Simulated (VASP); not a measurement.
# Pt (Im-3m) in VASP: notebook

Pt is run at these levels: r2SCAN; tasks: single point.

Program: VASP 6.6.1. These are calculated values, not measurements. Logs are shortened: lines on timing, memory, paths and dates and some standing lists are left out, and cuts for length are marked.

## 1. The cell of the first run

The structure is cubic, space group Im-3m (No. 229). Conventional cell: a = 3.059 Å, b = 3.059 Å, c = 3.059 Å, α = 90.00°, β = 90.00°, γ = 90.00°. Within 3.5 Å of Pt (site symmetry m-3m) lie 14 Pt at 2.65 to 3.06 Å.

## 2. Single point, r2SCAN

The input, POSCAR:

```
Pt
1.0
   -1.5295475929      1.5295475929      1.5295475929
    1.5295475929     -1.5295475929      1.5295475929
    1.5295475929      1.5295475929     -1.5295475929
Pt
1
Direct
    0.0000000000      0.0000000000      0.0000000000
```

The input, INCAR.step1:

```
SYSTEM = Pt
ALGO     = Normal         ! electronic algorithm
EDIFF    = 1E-4           ! SCF threshold, eV
ENCUT    = 520            ! plane-wave cutoff, eV
GGA      = PE             ! functional
ISMEAR   = -1             ! smearing method
LASPH    = .True.         ! aspherical terms in the spheres
LCHARG   = .False.        ! write CHGCAR
LREAL    = .False.        ! projectors in reciprocal space
LWAVE    = .True.         ! write WAVECAR
NBANDS   = 11             ! bands
NELM     = 80             ! most SCF steps
PREC     = Accurate       ! precision mode
SIGMA    = 0.1            ! smearing width, eV
```

The input, INCAR.step2:

```
SYSTEM = Pt
ALGO     = Normal         ! electronic algorithm
EDIFF    = 1E-6           ! SCF threshold, eV
ENCUT    = 520            ! plane-wave cutoff, eV
ISIF     = 2              ! what is computed and relaxed
ISMEAR   = -1             ! smearing method
ISTART   = 1            
LASPH    = .True.         ! aspherical terms in the spheres
LCHARG   = .False.        ! write CHGCAR
LMIXTAU  = .True.       
LREAL    = .False.        ! projectors in reciprocal space
LWAVE    = .False.        ! write WAVECAR
METAGGA  = R2SCAN         ! meta-GGA
NBANDS   = 11             ! bands
NELM     = 80             ! most SCF steps
PREC     = Accurate       ! precision mode
SIGMA    = 0.1            ! smearing width, eV
```

The input, KPOINTS:

```
k-points
0
Gamma
  13 13 13
  0 0 0
```

Potentials or basis: VASP PAW PBE potentials, release 64 (Pt).

Command:

```sh
> cat potpaw_PBE.64/Pt/POTCAR > POTCAR
> cp INCAR.step1 INCAR
> mpirun -np 1 vasp_std > vasp.out
> cp INCAR.step2 INCAR
> mpirun -np 1 vasp_std > vasp.out
```

OUTCAR:

```text
SYSTEM = Pt
   EDIFF = 1E-6
   ENCUT = 520
   ISIF = 2
   ISMEAR = -1
   ISTART = 1
   LASPH = .True.
   LREAL = .False.
   METAGGA = R2SCAN
   NELM = 80
   PREC = Accurate

 ion  position               nearest neighbor table
   1  0.000  0.000  0.000-

  LATTYP: Found a body centered cubic cell.
 ALAT       =     3.0590951858

  Lattice vectors:

 A1 = (  -1.5295475929,   1.5295475929,   1.5295475929)
 A2 = (   1.5295475929,  -1.5295475929,   1.5295475929)
 A3 = (   1.5295475929,   1.5295475929,  -1.5295475929)

Analysis of symmetry for initial positions (statically):
=====================================================================
 Subroutine PRICEL returns:
 Original cell was already a primitive cell.

 Routine SETGRP: Setting up the symmetry group for a
 body centered cubic supercell.

 Subroutine GETGRP returns: Found 48 space group operations
 (whereof 48 operations were pure point group operations)
 out of a pool of 48 trial point group operations.

The static configuration has the point symmetry O_h .

Analysis of symmetry for dynamics (positions and initial velocities):
=====================================================================
 Subroutine PRICEL returns:
 Original cell was already a primitive cell.

 Routine SETGRP: Setting up the symmetry group for a
 body centered cubic supercell.

 Subroutine GETGRP returns: Found 48 space group operations
 (whereof 48 operations were pure point group operations)
 out of a pool of 48 trial point group operations.

The dynamic configuration has the point symmetry O_h .

 Subroutine INISYM returns: Found 48 space group operations
 (whereof 48 operations are pure point group operations),
 and found     1 'primitive' translations

----------------------------------------------------------------------------------------

                                     Primitive cell

  volume of cell :      14.3136

  direct lattice vectors                    reciprocal lattice vectors
    -1.529547593  1.529547593  1.529547593     0.000000000  0.326894045  0.326894045
     1.529547593 -1.529547593  1.529547593     0.326894045  0.000000000  0.326894045
     1.529547593  1.529547593 -1.529547593     0.326894045  0.326894045  0.000000000

  length of vectors
     2.649254143  2.649254143  2.649254143     0.462297992  0.462297992  0.462297992

  position of ions in fractional coordinates (direct lattice)
     0.000000000  0.000000000  0.000000000

  ion indices of the primitive-cell ions
   primitive index   ion index
                 1           1

----------------------------------------------------------------------------------------

 KPOINTS: k-points

Automatic generation of k-mesh.
 Grid dimensions read from file:
 generate k-points for:   13   13   13

 Generating k-lattice:

  Cartesian coordinates                     Fractional coordinates (reciprocal lattice)
     0.000000000  0.025145696  0.025145696     0.076923077  0.000000000  0.000000000
     0.025145696  0.000000000  0.025145696     0.000000000  0.076923077  0.000000000
     0.025145696  0.025145696  0.000000000     0.000000000  0.000000000  0.076923077

  Length of vectors
     0.035561384  0.035561384  0.035561384

  Shift w.r.t. Gamma in fractional coordinates (k-lattice)
     0.000000000  0.000000000  0.000000000

 Subroutine IBZKPT returns following result:
 ===========================================

 Found     84 irreducible k-points:

 Following reciprocal coordinates:
            Coordinates               Weight
  0.000000  0.000000  0.000000      1.000000
  0.076923  0.000000  0.000000     12.000000
  0.153846  0.000000  0.000000     12.000000
  0.230769  0.000000  0.000000     12.000000
  0.307692  0.000000  0.000000     12.000000
  0.384615  0.000000  0.000000     12.000000
[... 16 lines left out ...]
  0.153846  0.076923  0.076923     24.000000
  0.230769  0.076923  0.076923     24.000000
 [... further k-points ...]
   k-points           NKPTS =     84   k-points in BZ     NKDIM =     84   number of bands    NBANDS=     11
   number of dos      NEDOS =    301   number of ions     NIONS =      1
   total plane-waves  NPLWV =   8000
   dimension x,y,z NGX =    20 NGY =   20 NGZ =   20
   dimension x,y,z NGXF=    40 NGYF=   40 NGZF=   40
   ions per type =               1
   NGX,Y,Z   is equivalent  to a cutoff of  12.55, 12.55, 12.55 a.u.
   NGXF,Y,Z  is equivalent  to a cutoff of  25.10, 25.10, 25.10 a.u.
 SYSTEM =  Pt
   PREC   = accura    normal or accurate (medium, high low for compatibility)
   ISTART =      1    job   : 0-new  1-cont  2-samecut
   ICHARG =      0    charge: 1-file 2-atom 10-const
   ISPIN  =      1    spin polarized calculation?
   LNONCOLLINEAR =      F non collinear calculations
   LSORBIT =      F    spin-orbit coupling
   LASPH  =      T    aspherical Exc in radial PAW
   ENCUT  =  520.0 eV  38.22 Ry    6.18 a.u.   4.93  4.93  4.93*2*pi/ulx,y,z
   NELM   =     80;   NELMIN=  2; NELMDL=  0     # of ELM steps
   EDIFF  = 0.1E-05   stopping-criterion for ELM
   LREAL  =      F    real-space projection
   EDIFFG = 0.1E-04   stopping-criterion for IOM
   NSW    =      0    number of steps for IOM
   IBRION =     -1    ionic relax: 0-MD 1-quasi-New 2-CG
   NFREE  =      0    steps in history (QN), initial steepest desc. (CG)
   ISIF   =      2    stress and relaxation
   ISYM   =      2    0-nonsym 1-usesym 2-fastsym
   POTIM  = 0.5000    time-step for ionic-motion
   TEBEG  =    0.0;   TEEND  =   0.0 temperature during run
   PSTRESS=    0.0 pullay stress
   NELECT =      10.0000    total number of electrons
   NUPDOWN=      -1.0000    fix difference up-down
   EMIN   =  10.00;   EMAX   =-10.00  energy-range for DOS
   EFERMI =   0.00;   METHOD = LEGACY
   ISMEAR =    -1;   SIGMA  =   0.10  broadening in eV -4-tet -1-fermi 0-gaus
   EFERMI_NEDOS =   21; number of points for ismear=-14 and -15
   IALGO  =     38    algorithm
   IMIX   =      4    mixing-type and parameters
     AMIX     =   0.40;   BMIX     =  1.00
     AMIX_MAG =   1.60;   BMIX_MAG =  1.00
  volume/ion in A,a.u.               =      14.31        96.59
  Fermi-wavevector in a.u.,A,eV,Ry     =   1.452642  2.745095 28.710577  2.110168
  Thomas-Fermi vector in A             =   2.570000
   LORBIT       =      0    0 simple, 1 ext, 2 COOP (PROOUT), +10 PAW based schemes
   METAGGA = R2SCAN    functional components
   LHFCALC =     F    Hartree Fock is set to
   AEXX    =    0.0000 exact exchange contribution
   IVDW    =     0    specifies the selected vdW correction
   LEPSILON=     F    determine dielectric tensor
   LRPA    =     F    only Hartree local field effects (RPA)
 non-spin polarized calculation
  energy-cutoff  :      520.00
  volume of cell :       14.31
 maximum number of plane-waves:       396
   NGX =  9   NGY =  9   NGZ =  9

 number of electron      10.0000002 magnetization

 Free energy of the ion-electron system (eV)
  ---------------------------------------------------
  ext. energy  EPLUGINS =         0.00000000
  ---------------------------------------------------
  free energy    TOTEN  =       -51.32600297 eV

  energy without entropy =      -51.29689095  energy(sigma->0) =      -51.31144696

 E-fermi :  11.8701     XC(G=0): -14.9849

 val. band max:       11.8280033619   @ k =  -0.3846  -0.4615   0.1538
 cond. band min:      11.8894093367   @ k =  -0.3846  -0.4615   0.2308
 fundamental gap:      0.0614059748
 Fermi energy:        11.8701019122

 k-point     1 :       0.0000    0.0000    0.0000
  band No.  band energies     occupation
      1       0.9634      2.00000
      2       7.6086      2.00000
      3       7.6086      2.00000
      4       7.6086      2.00000
      5      10.5060      2.00000
      6      10.5060      2.00000
      7      29.8260      0.00000
      8      29.8260      0.00000
      9      29.8260      0.00000
     10      41.5875      0.00000
     11      41.5875      0.00000

 k-point     2 :       0.0769    0.0000    0.0000
  band No.  band energies     occupation
      1       1.2391      2.00000
      2       7.4938      2.00000
      3       7.6062      2.00000
      4       7.8399      2.00000
      5      10.3582      2.00000
      6      10.5133      2.00000
      7      29.9665      0.00000
      8      30.1160      0.00000
      9      30.2441      0.00000
     10      38.8650      0.00000
     11      39.6576      0.00000

 k-point     3 :       0.1538    0.0000    0.0000
  band No.  band energies     occupation
      1       2.0119      2.00000
      2       7.1881      2.00000
      3       7.5744      2.00000
      4       8.5140      2.00000
      5      10.0848      2.00000
      6      10.5426      2.00000
      7      30.0529      0.00000
      8      30.3341      0.00000
      9      31.4439      0.00000
     10      36.8157      0.00000
     11      37.1838      0.00000

 k-point     4 :       0.2308    0.0000    0.0000
  band No.  band energies     occupation
      1       3.0597      2.00000
      2       6.7848      2.00000
      3       7.5961      2.00000
      4       9.5655      2.00000
      5       9.9887      2.00000
      6      10.6080      1.99999
      7      28.7118      0.00000
      8      29.2886      0.00000
      9      33.2768      0.00000
     10      36.6040      0.00000
     11      36.7488      0.00000
[... 239 lines left out ...]
 k-point    22 :       0.0769    0.0769    0.0769
  band No.  band energies     occupation
      1       2.4954      2.00000
      2       7.1130      2.00000
      3       7.1130      2.00000
      4       9.2652      2.00000
      5      10.3175      2.00000
      6      10.3175      2.00000
      7      30.3490      0.00000
      8      30.3490      0.00000
      9      30.9897      0.00000
     10      34.6795      0.00000
     11      38.5970      0.00000

 k-point    23 :       0.1538    0.0769    0.0769
  band No.  band energies     occupation
      1       3.5353      2.00000
      2       6.6981      2.00000
      3       6.9545      2.00000
      4      10.1865      2.00000
      5      10.5248      2.00000
      6      10.5483      2.00000
      7      28.7924      0.00000
      8      29.3089      0.00000
      9      31.6284      0.00000
     10      32.2387      0.00000
     11      39.3821      0.00000

 k-point    24 :       0.2308    0.0769    0.0769
  band No.  band energies     occupation
      1       4.3842      2.00000
      2       6.3264      2.00000
      3       7.3054      2.00000
      4      10.2478      2.00000
      5      10.7033      1.99998
      6      12.1004      0.18175
      7      25.4205      0.00000
      8      27.8733      0.00000
      9      30.0692      0.00000
     10      34.1140      0.00000
     11      40.7476      0.00000

 [... further k-points ...]
[... 5 lines left out ...]
  --------------------------------------------------------------------------------------
  -------------------------------------------------------------------------------------
  Total        2.3531003      2.3531003      2.3531003     -0.0000000     -0.0000000      0.0000000
  in kB      263.3916704    263.3916704    263.3916704     -0.0000000     -0.0000000      0.0000000
  external PRESSURE =     263.3916704 kB  Pullay stress =       0.0000000 kB

 VOLUME and BASIS-vectors are now :
 -----------------------------------------------------------------------------
  energy-cutoff  :      520.00
  volume of cell :       14.31
      direct lattice vectors                 reciprocal lattice vectors
    -1.529547593  1.529547593  1.529547593     0.000000000  0.326894045  0.326894045
     1.529547593 -1.529547593  1.529547593     0.326894045  0.000000000  0.326894045
     1.529547593  1.529547593 -1.529547593     0.326894045  0.326894045  0.000000000

 POSITION                                       TOTAL-FORCE (eV/Angst)
 -----------------------------------------------------------------------------------
      0.00000      0.00000      0.00000         0.000000      0.000000     -0.000000
 -----------------------------------------------------------------------------------
    total drift:                                0.000000     -0.000000      0.000000

  FREE ENERGIE OF THE ION-ELECTRON SYSTEM (eV)
  ---------------------------------------------------
  free  energy   TOTEN  =       -51.3260029697 eV

  energy  without entropy=      -51.2968909506  energy(sigma->0) =      -51.31144696
```

Wall time 18 s (1 thread of Intel Xeon 6975P-C (Granite Rapids), shared host); peak memory 0.13 GiB.

What came out:

* Free energy: -51.3260 eV
* Pressure: 26.3 GPa
* Band gap on the k mesh: zero (band 5 reaches 12.97 eV, above the bottom of band 6 at 10.32 eV)

Caveat: the PAW data sets were made with another functional, which shifts forces and pressure a little; spin-orbit coupling is left out, which moves the levels of the heavy elements.

## 3. Single point, r2SCAN

This run uses another cell than the first one, of 14.71 Å³/atom, 1.028 times its volume.

The input, POSCAR:

```
Pt
1.0
   -1.5435809235      1.5435809235      1.5435809235
    1.5435809235     -1.5435809235      1.5435809235
    1.5435809235      1.5435809235     -1.5435809235
Pt
1
Direct
    0.0000000000      0.0000000000      0.0000000000
```

The input, INCAR.step1:

```
SYSTEM = Pt
PREC     = Accurate       ! precision mode
ENCUT    = 520            ! plane-wave cutoff, eV
ISMEAR   = -1             ! smearing method
SIGMA    = 0.1            ! smearing width, eV
LREAL    = .FALSE.        ! projectors in reciprocal space
LASPH    = .TRUE.         ! aspherical terms in the spheres
NELM     = 100            ! most SCF steps
NBANDS   = 11             ! bands
GGA      = PE             ! functional
ALGO     = Normal         ! electronic algorithm
EDIFF    = 1E-4           ! SCF threshold, eV
LWAVE    = .TRUE.         ! write WAVECAR
LCHARG   = .FALSE.        ! write CHGCAR
```

The input, INCAR.step2:

```
SYSTEM = Pt
PREC     = Accurate       ! precision mode
ENCUT    = 520            ! plane-wave cutoff, eV
EDIFF    = 1E-6           ! SCF threshold, eV
ISMEAR   = -1             ! smearing method
SIGMA    = 0.1            ! smearing width, eV
LREAL    = .FALSE.        ! projectors in reciprocal space
LASPH    = .TRUE.         ! aspherical terms in the spheres
NELM     = 100            ! most SCF steps
ALGO     = Normal         ! electronic algorithm
ISIF     = 2              ! what is computed and relaxed
LWAVE    = .FALSE.        ! write WAVECAR
LCHARG   = .FALSE.        ! write CHGCAR
METAGGA  = R2SCAN         ! meta-GGA
LMIXTAU  = .TRUE.       
NBANDS   = 11             ! bands
ISTART   = 1
```

The input, KPOINTS:

```
regular mesh
0
G
  13 13 13
  0 0 0
```

Potentials or basis: VASP PAW PBE potentials, release 64 (Pt).

Command:

```sh
> cat potpaw_PBE.64/Pt/POTCAR > POTCAR
> cp INCAR.step1 INCAR
> mpirun -np 1 vasp_std > vasp.out
> cp INCAR.step2 INCAR
> mpirun -np 1 vasp_std > vasp.out
```

OUTCAR:

```text
SYSTEM = Pt
   PREC = Accurate
   ENCUT = 520
   EDIFF = 1E-6
   ISMEAR = -1
   LREAL = .FALSE.
   LASPH = .TRUE.
   NELM = 100
   ISIF = 2
   METAGGA = R2SCAN
   ISTART = 1

 ion  position               nearest neighbor table
   1  0.000  0.000  0.000-

  LATTYP: Found a body centered cubic cell.
 ALAT       =     3.0871618470

  Lattice vectors:

 A1 = (  -1.5435809235,   1.5435809235,   1.5435809235)
 A2 = (   1.5435809235,  -1.5435809235,   1.5435809235)
 A3 = (   1.5435809235,   1.5435809235,  -1.5435809235)
[... 505 lines left out ...]
      3       6.9590      2.00000
      4       9.7793      2.00000
      5      10.2131      1.99997
      6      11.5604      0.18897
      7      24.6081      0.00000
      8      27.2440      0.00000
      9      29.2095      0.00000
     10      33.4722      0.00000
     11      39.8419      0.00000

 [... further k-points ...]
[... 5 lines left out ...]
  --------------------------------------------------------------------------------------
  -------------------------------------------------------------------------------------
  Total        1.4897283      1.4897283      1.4897283      0.0000000     -0.0000000     -0.0000000
  in kB      162.2443038    162.2443038    162.2443038      0.0000000     -0.0000000     -0.0000000
  external PRESSURE =     162.2443038 kB  Pullay stress =       0.0000000 kB

 VOLUME and BASIS-vectors are now :
 -----------------------------------------------------------------------------
  energy-cutoff  :      520.00
  volume of cell :       14.71
      direct lattice vectors                 reciprocal lattice vectors
    -1.543580923  1.543580923  1.543580923     0.000000000  0.323922117  0.323922117
     1.543580923 -1.543580923  1.543580923     0.323922117  0.000000000  0.323922117
     1.543580923  1.543580923 -1.543580923     0.323922117  0.323922117  0.000000000

 POSITION                                       TOTAL-FORCE (eV/Angst)
 -----------------------------------------------------------------------------------
      0.00000      0.00000      0.00000         0.000000      0.000000      0.000000
 -----------------------------------------------------------------------------------
    total drift:                                0.000000     -0.000000      0.000000

  FREE ENERGIE OF THE ION-ELECTRON SYSTEM (eV)
  ---------------------------------------------------
  free  energy   TOTEN  =       -51.3785840222 eV

  energy  without entropy=      -51.3480550963  energy(sigma->0) =      -51.36331956
```

OSZICAR.step1:

```text
N       E                     dE             d eps       ncg     rms          rms(c)
DAV:   1     0.394757565453E+02    0.39476E+02   -0.54165E+03  1880   0.850E+02
DAV:   2    -0.573829214040E+01   -0.45214E+02   -0.43594E+02  2123   0.177E+02
DAV:   3    -0.629686177315E+01   -0.55857E+00   -0.55582E+00  2154   0.188E+01
DAV:   4    -0.629899527547E+01   -0.21335E-02   -0.21333E-02  2166   0.137E+00
DAV:   5    -0.629901135580E+01   -0.16080E-04   -0.16079E-04  2164   0.108E-01    0.136E+01
DAV:   6    -0.599011225084E+01    0.30890E+00   -0.63224E-01  2001   0.637E+00    0.724E+00
DAV:   7    -0.594923795891E+01    0.40874E-01   -0.14175E-01  2127   0.297E+00    0.245E+00
DAV:   8    -0.594586484421E+01    0.33731E-02   -0.65516E-03  2042   0.716E-01    0.518E-01
DAV:   9    -0.594569473326E+01    0.17011E-03   -0.12553E-04  1863   0.102E-01    0.264E-02
DAV:  10    -0.594569932127E+01   -0.45880E-05   -0.30662E-06  1086   0.142E-02
   1 F= -.59456993E+01 E0= -.59291063E+01  d E =-.331861E-01
```

Run time: 18 s. Hardware: 1 thread of Intel Xeon 6975P-C (Granite Rapids), shared host; peak memory 0.13 GiB.

Results:

| Item | Value |
| --- | --- |
| Free energy | -51.3786 eV |
| Pressure | 16.2 GPa |
| Band gap on the k mesh | zero (band 5 reaches 12.38 eV, above the bottom of band 6 at 9.85 eV) |

Caveat: the PAW data sets were made with another functional, which shifts forces and pressure a little; spin-orbit coupling is left out, which moves the levels of the heavy elements.
